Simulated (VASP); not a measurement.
# IrRu (R-3m) in VASP: a series of runs, part 2 of 2

VASP 6.6.1. Earlier steps stand in the parts before.

## (5) Single point, LDA

This run uses another cell than the first one, of 14.68 Å³/atom.

Input file INCAR:

```
PREC = Accurate ; ENCUT = 520
EDIFF = 1E-6 ; ISMEAR = 1
SIGMA = 0.1 ; LREAL = F
LASPH = T ; NELM = 60
ALGO = Normal ; ISIF = 2
LWAVE = F ; LCHARG = F
GGA = CA ; NBANDS = 18
```

Input file KPOINTS:

```
Automatic mesh
0
Gamma
  12 12 12
```

Input file POSCAR:

```
IrRu
1.0
    1.3716960995      0.7919493931      4.5031048473
   -1.3716960995      0.7919493931      4.5031048473
    0.0000000000     -1.5838977688      4.5031048473
Ru Ir
1 1
Direct
    0.5000000000      0.5000000000      0.5000000000
    0.0000000000      0.0000000000      0.0000000000
```

Potentials or basis: VASP PAW LDA potentials, release 64 (Ru_pv, Ir).

Launch:

```sh
cat potpaw_LDA.64/Ru_pv/POTCAR potpaw_LDA.64/Ir/POTCAR > POTCAR
mpirun -np 1 vasp_std > vasp.out
```

OUTCAR:

```text
PREC = Accurate
   ENCUT = 520
   EDIFF = 1E-6
   ISMEAR = 1
   LREAL = F
   LASPH = T
   NELM = 60
   ISIF = 2
   GGA = CA

 ion  position               nearest neighbor table
   1  0.500  0.500  0.500-   2 2.75   2 2.75   2 2.75   2 2.75   2 2.75   2 2.75
   2  0.000  0.000  0.000-   1 2.75   1 2.75   1 2.75   1 2.75   1 2.75   1 2.75

  LATTYP: Found a trigonal (rhomboedric) cell.
 ALAT       =     4.7735403315
 COS(alpha) =     0.8348553114

  Lattice vectors:

 A1 = (   1.3716960995,   0.7919493931,   4.5031048473)
 A2 = (  -1.3716960995,   0.7919493931,   4.5031048473)
 A3 = (   0.0000000000,  -1.5838977688,   4.5031048473)

Analysis of symmetry for initial positions (statically):
=====================================================================
 Subroutine PRICEL returns:
 Original cell was already a primitive cell.

 Routine SETGRP: Setting up the symmetry group for a
 trigonal (rhombohedral) supercell.

 Subroutine GETGRP returns: Found 12 space group operations
 (whereof 12 operations were pure point group operations)
[... 155 lines left out ...]

 Free energy of the ion-electron system (eV)
  ---------------------------------------------------
  ext. energy  EPLUGINS =         0.00000000
  ---------------------------------------------------
  free energy    TOTEN  =       -20.82802826 eV

  energy without entropy =      -20.82653928  energy(sigma->0) =      -20.82753193

 E-fermi :  10.4250     XC(G=0): -13.9214

 val. band max:       10.4246356520   @ k =  -0.3333   0.2500  -0.0000
 cond. band min:      10.4257856818   @ k =  -0.1667   0.3333   0.1667
 fundamental gap:      0.0011500298
 Fermi energy:        10.4249651715

 k-point     1 :       0.0000    0.0000    0.0000
  band No.  band energies     occupation
      1     -32.4079      2.00000
      2     -31.9856      2.00000
      3     -31.9856      2.00000
      4       1.0392      2.00000
      5       3.9816      2.00000
      6       7.0436      2.00000
[... 481 lines left out ...]
      5       5.4532      2.00000
      6       6.0025      2.00000
[... 10 lines left out ...]
     17      20.4861      0.00000
     18      21.1579      0.00000

 [... further k-points ...]
[... 5 lines left out ...]
  --------------------------------------------------------------------------------------
  -------------------------------------------------------------------------------------
  Total       -4.5684626     -4.5684619     -4.8819952      0.0000000     -0.0000004      0.0000000
  in kB     -249.3803332   -249.3802965   -266.4952484      0.0000000     -0.0000201      0.0000000
  external PRESSURE =    -255.0852927 kB  Pullay stress =       0.0000000 kB

 VOLUME and BASIS-vectors are now :
 -----------------------------------------------------------------------------
  energy-cutoff  :      520.00
  volume of cell :       29.35
      direct lattice vectors                 reciprocal lattice vectors
     1.371696100  0.791949393  4.503104847     0.364512227  0.210451248  0.074022985
    -1.371696100  0.791949393  4.503104847    -0.364512227  0.210451248  0.074022985
     0.000000000 -1.583897769  4.503104847     0.000000000 -0.420902496  0.074023032

 POSITION                                       TOTAL-FORCE (eV/Angst)
 -----------------------------------------------------------------------------------
      0.00000      0.00000      6.75466         0.000000     -0.000000     -0.000000
      0.00000      0.00000      0.00000        -0.000000      0.000000      0.000000
 -----------------------------------------------------------------------------------
    total drift:                                0.000000     -0.000000      0.000000

  FREE ENERGIE OF THE ION-ELECTRON SYSTEM (eV)
  ---------------------------------------------------
  free  energy   TOTEN  =       -20.8280282608 eV

  energy  without entropy=      -20.8265392763  energy(sigma->0) =      -20.82753193
```

OSZICAR:

```text
N       E                     dE             d eps       ncg     rms          rms(c)
DAV:   1     0.205985257063E+03    0.20599E+03   -0.12677E+04  6940   0.129E+03
DAV:   2    -0.170002905982E+02   -0.22299E+03   -0.21494E+03  6880   0.388E+02
DAV:   3    -0.222486162215E+02   -0.52483E+01   -0.51755E+01  8070   0.677E+01
DAV:   4    -0.223210051964E+02   -0.72389E-01   -0.72252E-01  8716   0.717E+00
DAV:   5    -0.223228696301E+02   -0.18644E-02   -0.18524E-02  8730   0.103E+00    0.174E+01
DAV:   6    -0.211322387853E+02    0.11906E+01   -0.51613E+00  8562   0.220E+01    0.674E+00
DAV:   7    -0.215821062051E+02   -0.44987E+00   -0.98785E+00  9206   0.211E+01    0.730E+00
DAV:   8    -0.208388373878E+02    0.74327E+00   -0.53235E+00  8990   0.158E+01    0.114E+00
DAV:   9    -0.208298491193E+02    0.89883E-02   -0.62091E-02  7514   0.201E+00    0.396E-01
DAV:  10    -0.208281180775E+02    0.17310E-02   -0.25279E-03  8144   0.541E-01    0.823E-02
DAV:  11    -0.208280315303E+02    0.86547E-04   -0.37813E-04  9886   0.145E-01    0.269E-02
DAV:  12    -0.208280282507E+02    0.32796E-05   -0.14583E-05  7562   0.413E-02    0.995E-03
DAV:  13    -0.208280282608E+02   -0.10075E-07   -0.51833E-07  4472   0.740E-03
   1 F= -.20828028E+02 E0= -.20827532E+02  d E =-.148898E-02
```

stdout:

```text
POSCAR found type information on POSCAR RuIr
 POSCAR found :  2 types and       2 ions
 scaLAPACK will be used
 LDA part: xc-table for (Slater(with rela. corr.)+CA(PZ))
 , standard interpolation
 POSCAR, INCAR and KPOINTS ok, starting setup
 FFT: planning ... GRIDC
 FFT: planning ... GRID_SOFT
 FFT: planning ... GRID
 WAVECAR not read
 entering main loop
```

It took 2.8 min on 1 thread of AMD EPYC 7R13 (Zen 3), shared host; peak memory 0.23 GiB.

Results:

- Free energy: -20.8280 eV
- Pressure: -25.5 GPa
- Band gap on the k mesh: zero (an odd number of electrons rules out a gap without spin polarisation)

Levels at points of the mesh, in eV from the Fermi level:
| k point | band 9 | band 10 | band 11 | band 12 | band 13 | band 14 | band 15 | band 16 |
| --- | --- | --- | --- | --- | --- | --- | --- | --- |
| (0.00, 0.00, 0.00) | -2.71 | -2.71 | -0.58 | -0.58 | 0.15 | 1.21 | 1.21 | 8.02 |
| (0.50, 0.00, 0.00) | -2.39 | -1.56 | -0.96 | 1.20 | 1.55 | 4.13 | 4.41 | 8.62 |
| (0.50, 0.50, 0.00) | 0.17 | 1.09 | 1.19 | 1.30 | 1.71 | 1.73 | 2.64 | 7.63 |
| (0.50, 0.50, 0.50) | -3.06 | -2.12 | -2.12 | -0.68 | -0.68 | -0.17 | -0.17 | 10.06 |

Caveat: the cell stands under tension; spin-orbit coupling is left out, which moves the levels of the heavy elements.

## (6) Single point, LDA

This run uses another cell than the first one, of 15.05 Å³/atom.

Input file INCAR:

```
  PREC = Accurate
  ENCUT = 520
  EDIFF = 1E-6
  ISMEAR = 1
  SIGMA = 0.1
  LREAL = False
  LASPH = True
  NELM = 60
  ALGO = Normal
  ISIF = 2
  LWAVE = False
  LCHARG = False
  NBANDS = 18
```

Input file KPOINTS:

```
regular mesh
0
Gamma
  12 12 12
```

Input file POSCAR:

```
IrRu
1.0
    1.3831752616      0.7985768928      4.5407894851
   -1.3831752616      0.7985768928      4.5407894851
    0.0000000000     -1.5971527597      4.5407894851
Ru Ir
1 1
Direct
    0.5000000000      0.5000000000      0.5000000000
    0.0000000000      0.0000000000      0.0000000000
```

Potentials or basis: VASP PAW LDA potentials, release 64 (Ru_pv, Ir).

Launch:

```sh
cat potpaw_LDA.64/Ru_pv/POTCAR potpaw_LDA.64/Ir/POTCAR > POTCAR
mpirun -np 1 vasp_std > vasp.out
```

Wall time 2.9 min (1 thread of AMD EPYC 7R13 (Zen 3), shared host); peak memory 0.23 GiB.

Results (log left out):

| Item | Value |
| --- | --- |
| Free energy | -20.6964 eV |
| Pressure | -31.3 GPa |
| Band gap on the k mesh | zero (an odd number of electrons rules out a gap without spin polarisation) |

Stress tensor (GPa, compression positive):
```
-30.85   0.00   0.00
  0.00 -30.85   0.00
  0.00   0.00 -32.34
```

Levels at points of the mesh, in eV from the Fermi level:
```csv
k point,band 9,band 10,band 11,band 12,band 13,band 14
"(0.00, 0.00, 0.00)",-2.60,-2.60,-0.56,-0.56,0.18,1.15
"(0.50, 0.00, 0.00)",-2.30,-1.50,-0.92,1.14,1.48,4.03
"(0.50, 0.50, 0.00)",0.20,1.03,1.13,1.25,1.63,1.66
"(0.50, 0.50, 0.50)",-2.95,-2.04,-2.04,-0.66,-0.66,-0.16
```

Caveat: the cell stands under tension; spin-orbit coupling is left out, which moves the levels of the heavy elements.

## (7) The runs side by side

| cell | gap on the mesh (eV) | pressure (GPa) |
| --- | --- | --- |
| a = 4.649 Å, angles 33.4°, 2 atoms | none | -0.7 |
| a = 4.692 Å, angles 33.4°, 2 atoms | none | -10.4 |
| a = 4.733 Å, angles 33.4°, 2 atoms | none | -18.6 |
| a = 4.774 Å, angles 33.4°, 2 atoms | none | -25.5 |
| a = 4.813 Å, angles 33.4°, 2 atoms | none | -31.3 |

Alike in all rows: task single point; level LDA; potentials or basis VASP PAW LDA potentials, release 64 (Ru_pv, Ir); no spin polarisation; k mesh 12 × 12 × 12; cutoff (eV) 520; smearing methfessel-paxton 0.1 eV.

Caveats: spin-orbit coupling is left out, which moves the levels of the heavy elements; the cell stands under tension (at least some runs).

Total energies depend on the potentials used, so only differences within one code and one set of settings carry meaning.
